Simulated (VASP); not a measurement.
# TaAs (I4_1md) in VASP: further runs

TaAs is run at these levels: PBE; tasks: single point.

Everything below comes from runs of VASP 6.6.1. Logs are shortened: lines on timing, memory, paths and dates and some standing lists are left out, and cuts for length are marked.

## 1. The cell of the first run

The structure is tetragonal, space group I4_1md (No. 109). Conventional cell: a = 3.463 Å, b = 3.463 Å, c = 11.735 Å, α = 90.00°, β = 90.00°, γ = 90.00°. Within 3.5 Å of Ta (site symmetry 2mm) lie 6 As at 2.62 to 2.63 Å and 8 Ta at 3.41 to 3.46 Å. Within 3.5 Å of As (site symmetry 2mm) lie 6 Ta at 2.62 to 2.63 Å and 8 As at 3.41 to 3.46 Å.

## 2. Single point, PBE

INCAR reads:

```
SYSTEM = TaAs
  PREC = Accurate
  ENCUT = 520
  EDIFF = 1E-7
  ISMEAR = 0
  SIGMA = 0.1
  LREAL = .FALSE.
  LASPH = .TRUE.
  NELM = 100
  ALGO = Normal
  ISIF = 2
  LWAVE = .FALSE.
  LCHARG = .TRUE.
  GGA = PE
  LELF = .TRUE.
  LVHAR = .TRUE.
  NBANDS = 24
```

KPOINTS reads:

```
regular mesh
0
G
  18 18 18
  0 0 0
```

POSCAR reads:

```
TaAs
1.0
   -1.7314485852      1.7314485852      5.8672939464
    1.7314485852     -1.7314485852      5.8672939464
    1.7314485852      1.7314485852     -5.8672939464
Ta As
2 2
Direct
    0.5001741996      1.0001741996      0.5000000000
    0.7501741996      0.7501741996      0.0000000000
    0.0824252204      0.5824252204      0.5000000000
    0.3324252204      0.3324252204      0.0000000000
```

Potentials or basis: VASP PAW PBE potentials, release 64 (Ta_pv, As).

Command:

```bash
$ cat potpaw_PBE.64/Ta_pv/POTCAR potpaw_PBE.64/As/POTCAR > POTCAR
$ mpirun -np 1 vasp_std > vasp.out
```

OUTCAR:

```text
SYSTEM = TaAs
   PREC = Accurate
   ENCUT = 520
   EDIFF = 1E-7
   ISMEAR = 0
   LREAL = .FALSE.
   LASPH = .TRUE.
   NELM = 100
   ISIF = 2
   GGA = PE

 ion  position               nearest neighbor table
   1  0.500  0.000  0.500-   4 2.62   4 2.62   3 2.63   3 2.63   3 2.63   3 2.63   2 3.41   2 3.41
                             2 3.41   2 3.41
   2  0.750  0.750  0.000-   3 2.62   3 2.62   4 2.63   4 2.63   4 2.63   4 2.63   1 3.41   1 3.41
                             1 3.41   1 3.41
   3  0.082  0.582  0.500-   2 2.62   2 2.62   1 2.63   1 2.63   1 2.63   1 2.63
   4  0.332  0.332  0.000-   1 2.62   1 2.62   2 2.63   2 2.63   2 2.63   2 2.63

  LATTYP: Found a body centered tetragonal cell.
 ALAT       =     3.4628971704
 C/A-ratio  =     3.3886619542

  Lattice vectors:

 A1 = (  -1.7314485852,   1.7314485852,   5.8672939464)
 A2 = (   1.7314485852,  -1.7314485852,   5.8672939464)
 A3 = (   1.7314485852,   1.7314485852,  -5.8672939464)

Analysis of symmetry for initial positions (statically):
=====================================================================
 Subroutine PRICEL returns:
 Original cell was already a primitive cell.

 Routine SETGRP: Setting up the symmetry group for a
 body centered tetragonal supercell.

 Subroutine GETGRP returns: Found  8 space group operations
 (whereof  4 operations were pure point group operations)
 out of a pool of 16 trial point group operations.

The static configuration has the point symmetry C_2v.
 The point group associated with its full space group is C_4v.

Analysis of symmetry for dynamics (positions and initial velocities):
=====================================================================
 Subroutine PRICEL returns:
 Original cell was already a primitive cell.

 Routine SETGRP: Setting up the symmetry group for a
 body centered tetragonal supercell.

 Subroutine GETGRP returns: Found  8 space group operations
 (whereof  4 operations were pure point group operations)
 out of a pool of 16 trial point group operations.

The dynamic configuration has the point symmetry C_2v.
 The point group associated with its full space group is C_4v.

 Subroutine INISYM returns: Found  8 space group operations
 (whereof  4 operations are pure point group operations),
 and found     1 'primitive' translations

----------------------------------------------------------------------------------------

                                     Primitive cell

  volume of cell :      70.3586
[... 93 lines left out ...]
   EDIFF  = 0.1E-06   stopping-criterion for ELM
   LREAL  =      F    real-space projection
   EDIFFG = 0.1E-05   stopping-criterion for IOM
   NSW    =      0    number of steps for IOM
   IBRION =     -1    ionic relax: 0-MD 1-quasi-New 2-CG
   NFREE  =      0    steps in history (QN), initial steepest desc. (CG)
   ISIF   =      2    stress and relaxation
   ISYM   =      2    0-nonsym 1-usesym 2-fastsym
   POTIM  = 0.5000    time-step for ionic-motion
   TEBEG  =    0.0;   TEEND  =   0.0 temperature during run
   PSTRESS=    0.0 pullay stress
   NELECT =      32.0000    total number of electrons
   NUPDOWN=      -1.0000    fix difference up-down
   EMIN   =  10.00;   EMAX   =-10.00  energy-range for DOS
   EFERMI =   0.00;   METHOD = LEGACY
   ISMEAR =     0;   SIGMA  =   0.10  broadening in eV -4-tet -1-fermi 0-gaus
   EFERMI_NEDOS =   21; number of points for ismear=-14 and -15
   IALGO  =     38    algorithm
   IMIX   =      4    mixing-type and parameters
     AMIX     =   0.40;   BMIX     =  1.00
     AMIX_MAG =   1.60;   BMIX_MAG =  1.00
  volume/ion in A,a.u.               =      17.59       118.70
  Fermi-wavevector in a.u.,A,eV,Ry     =   1.258981  2.379129 21.565682  1.585033
  Thomas-Fermi vector in A             =   2.392563
   LORBIT       =      0    0 simple, 1 ext, 2 COOP (PROOUT), +10 PAW based schemes
   GGA     = PE    functional components
   LHFCALC =     F    Hartree Fock is set to
   AEXX    =    0.0000 exact exchange contribution
   IVDW    =     0    specifies the selected vdW correction
   LEPSILON=     F    determine dielectric tensor
   LRPA    =     F    only Hartree local field effects (RPA)
 non-spin polarized calculation
 Gauss-broadening in eV      SIGMA  =   0.10
  energy-cutoff  :      520.00
  volume of cell :       70.36
 maximum number of plane-waves:      1930
   NGX = 23   NGY = 23   NGZ = 23

 number of electron      32.0000002 magnetization

 Free energy of the ion-electron system (eV)
  ---------------------------------------------------
  ext. energy  EPLUGINS =         0.00000000
  ---------------------------------------------------
  free energy    TOTEN  =       -35.11802673 eV

  energy without entropy =      -35.11634664  energy(sigma->0) =      -35.11718669

 E-fermi :   6.8671     XC(G=0): -11.8559

 val. band max:        6.8574691861   @ k =  -0.3333   0.4444   0.3333
 cond. band min:       6.8672217133   @ k =  -0.1111  -0.4444   0.1111
 fundamental gap:      0.0097525272
 Fermi energy:         6.8670677856

 k-point     1 :       0.0000    0.0000    0.0000
  band No.  band energies     occupation
      1     -28.1311      2.00000
      2     -28.1004      2.00000
      3     -28.1004      2.00000
      4     -27.9551      2.00000
      5     -27.9551      2.00000
      6     -27.9015      2.00000
[... 637 lines left out ...]
     23      11.4549      0.00000
     24      12.1770      0.00000

 [... further k-points ...]

------------------------ aborting loop because EDIFF is reached ----------------------------------------

  FORCE on cell =-STRESS in cart. coord.  units (eV):
  Direction    XX          YY          ZZ          XY          YZ          ZX
  --------------------------------------------------------------------------------------
  -------------------------------------------------------------------------------------
  Total        0.2062311      0.2062311      0.1544953      0.0000000      0.0000000      0.0000000
  in kB        4.6962124      4.6962124      3.5181059      0.0000000      0.0000000      0.0000000
  external PRESSURE =       4.3035102 kB  Pullay stress =       0.0000000 kB

 VOLUME and BASIS-vectors are now :
 -----------------------------------------------------------------------------
  energy-cutoff  :      520.00
  volume of cell :       70.36
      direct lattice vectors                 reciprocal lattice vectors
    -1.731448585  1.731448585  5.867293946     0.000000000  0.288775540  0.085218161
     1.731448585 -1.731448585  5.867293946     0.288775540  0.000000000  0.085218161
     1.731448585  1.731448585 -5.867293946     0.288775540  0.288775540  0.000000000

 POSITION                                       TOTAL-FORCE (eV/Angst)
 -----------------------------------------------------------------------------------
      0.00000      1.73145      0.00204        -0.000000      0.000000      0.002027
      0.00000      0.00000      8.80299         0.000000     -0.000000      0.002027
      1.73145      0.00000      0.96723         0.000000      0.000000     -0.002027
      0.00000      0.00000      3.90087        -0.000000     -0.000000     -0.002027
 -----------------------------------------------------------------------------------
    total drift:                                0.000000      0.000000     -0.000010

  FREE ENERGIE OF THE ION-ELECTRON SYSTEM (eV)
  ---------------------------------------------------
  free  energy   TOTEN  =       -35.1180267324 eV

  energy  without entropy=      -35.1163466394  energy(sigma->0) =      -35.11718669
```

stdout:

```text
POSCAR found type information on POSCAR TaAs
 POSCAR found :  2 types and       4 ions
 scaLAPACK will be used
 LDA part: xc-table for (Slater+PW92), standard interpolation
 POSCAR, INCAR and KPOINTS ok, starting setup
 FFT: planning ... GRIDC
 FFT: planning ... GRID_SOFT
 FFT: planning ... GRID
 WAVECAR not read
 entering main loop
```

Run time: 10 min. Hardware: 1 thread of Intel Xeon 6975P-C (Granite Rapids), shared host; peak memory 0.89 GiB.

What came out:

```
Free energy            : -35.1180 eV
Pressure               : 0.4 GPa
Band gap on the k mesh : zero (band 16 reaches 6.89 eV, above the bottom of band 17 at 6.87 eV)
```

Forces in eV/Å, atoms in the order of the input:
```
Ta   0.000  0.000  0.002
Ta   0.000  0.000  0.002
As   0.000  0.000 -0.002
As   0.000  0.000 -0.002
```

Stress tensor (GPa, compression positive):
```
0.47 0.00 0.00
0.00 0.47 0.00
0.00 0.00 0.35
```

Caveat: spin-orbit coupling is left out, which moves the levels of the heavy elements.

## 3. Single point, PBE

This run uses another cell than the first one, of 17.40 Å³/atom, 0.989 times its volume.

INCAR reads:

```
SYSTEM = TaAs
PREC = Accurate
ENCUT = 520
EDIFF = 1E-7
ISMEAR = 0
SIGMA = 0.1
LREAL = .FALSE.
LASPH = .TRUE.
NELM = 100
ALGO = Normal
ISIF = 2
LWAVE = .FALSE.
LCHARG = .FALSE.
GGA = PE
NBANDS = 24
```

KPOINTS reads:

```
regular mesh
0
G
  8 8 8
  0 0 0
```

POSCAR reads:

```
TaAs
1.0
   -1.7218133622      1.7218133622      5.8679415361
    1.7218133622     -1.7218133622      5.8679415361
    1.7218133622      1.7218133622     -5.8679415361
Ta As
2 2
Direct
    0.4999673000      0.9999673000      0.5000000000
    0.7499673000      0.7499673000      0.0000000000
    0.0826321200      0.5826321200      0.5000000000
    0.3326321200      0.3326321200      0.0000000000
```

Potentials or basis: VASP PAW PBE potentials, release 64 (Ta_pv, As).

Command:

```bash
$ cat potpaw_PBE.64/Ta_pv/POTCAR potpaw_PBE.64/As/POTCAR > POTCAR
$ mpirun -np 1 vasp_std > vasp.out
```

Wall time 72 s (1 thread of Intel Xeon 6975P-C (Granite Rapids), shared host); peak memory 0.37 GiB.

The run converged. Its results:

```
Free energy            : -35.0959 eV
Pressure               : 2.6 GPa
Largest force          : 0.028 eV/Å
Band gap on the k mesh : zero (band 16 reaches 7.04 eV, above the bottom of band 17 at 6.99 eV)
```

Forces in eV/Å, atoms in the order of the input:
```
Ta   0.000  0.000  0.028
Ta   0.000  0.000  0.028
As   0.000  0.000 -0.028
As   0.000  0.000 -0.028
```

Stress tensor (GPa, compression positive):
```
2.90 0.00 0.00
0.00 2.90 0.00
0.00 0.00 2.14
```

Levels at points of the mesh, in eV from the Fermi level:
| k point | band 13 | band 14 | band 15 | band 16 | band 17 | band 18 | band 19 | band 20 |
| --- | --- | --- | --- | --- | --- | --- | --- | --- |
| (0.00, 0.00, 0.00) | -2.37 | -1.97 | -1.65 | -1.65 | 0.90 | 1.56 | 2.31 | 3.08 |
| (0.50, 0.00, 0.00) | -2.45 | -2.35 | -1.60 | -0.29 | 0.12 | 1.36 | 2.23 | 2.44 |
| (0.50, 0.50, 0.00) | -3.22 | -3.22 | -1.14 | -1.14 | 2.80 | 2.80 | 3.05 | 3.05 |
| (0.50, 0.50, 0.50) | -2.82 | -2.82 | -0.93 | -0.93 | 1.21 | 1.21 | 2.27 | 2.27 |

Caveat: spin-orbit coupling is left out, which moves the levels of the heavy elements.

## 4. Single point, PBE

INCAR reads:

```
SYSTEM = TaAs
ALGO = Normal
EDIFF = 1E-7
ENCUT = 520
GGA = PE
ISIF = 2
ISMEAR = 0
LASPH = .TRUE.
LCHARG = .FALSE.
LREAL = .FALSE.
LWAVE = .FALSE.
NBANDS = 24
NELM = 100
PREC = Accurate
SIGMA = 0.1
```

KPOINTS reads:

```
k-points
0
G
  18 18 18
  0 0 0
```

POSCAR reads:

```
TaAs
1.0
   -1.7314485851      1.7314485851      5.8672939469
    1.7314485851     -1.7314485851      5.8672939469
    1.7314485851      1.7314485851     -5.8672939469
Ta As
2 2
Direct
    0.5001741996      1.0001741996      0.5000000000
    0.7501741996      0.7501741996      0.0000000000
    0.0824252204      0.5824252204      0.5000000000
    0.3324252204      0.3324252204      0.0000000000
```

Command:

```bash
$ cat potpaw_PBE.64/Ta_pv/POTCAR potpaw_PBE.64/As/POTCAR > POTCAR
$ mpirun -np 1 vasp_std > vasp.out
```

It took 12 min on 1 thread of Intel Xeon 6975P-C (Granite Rapids), shared host; peak memory 0.88 GiB.

Results (log left out):

| Property | Result |
| --- | --- |
| Free energy | -35.1180 eV |
| Pressure | 0.4 GPa |
| Band gap on the k mesh | zero (band 16 reaches 6.89 eV, above the bottom of band 17 at 6.87 eV) |

Forces in eV/Å, atoms in the order of the input:
```
Ta   0.000  0.000  0.002
Ta   0.000  0.000  0.002
As   0.000  0.000 -0.002
As   0.000  0.000 -0.002
```

Stress tensor (GPa, compression positive):
```
0.47 0.00 0.00
0.00 0.47 0.00
0.00 0.00 0.35
```

Levels at points of the mesh, in eV from the Fermi level:
| k point | band 14 | band 15 | band 16 | band 17 | band 18 | band 19 |
| --- | --- | --- | --- | --- | --- | --- |
| (0.00, 0.00, 0.00) | -1.90 | -1.63 | -1.63 | 0.88 | 1.54 | 2.32 |
| (0.50, 0.00, 0.00) | -2.29 | -1.53 | -0.25 | 0.12 | 1.36 | 2.23 |
| (0.50, 0.50, 0.00) | -3.16 | -1.12 | -1.12 | 2.74 | 2.74 | 3.02 |
| (0.50, 0.50, 0.50) | -2.75 | -0.95 | -0.95 | 1.19 | 1.19 | 2.27 |

Caveat: spin-orbit coupling is left out, which moves the levels of the heavy elements.

(Part 1 of 2 ends here.)
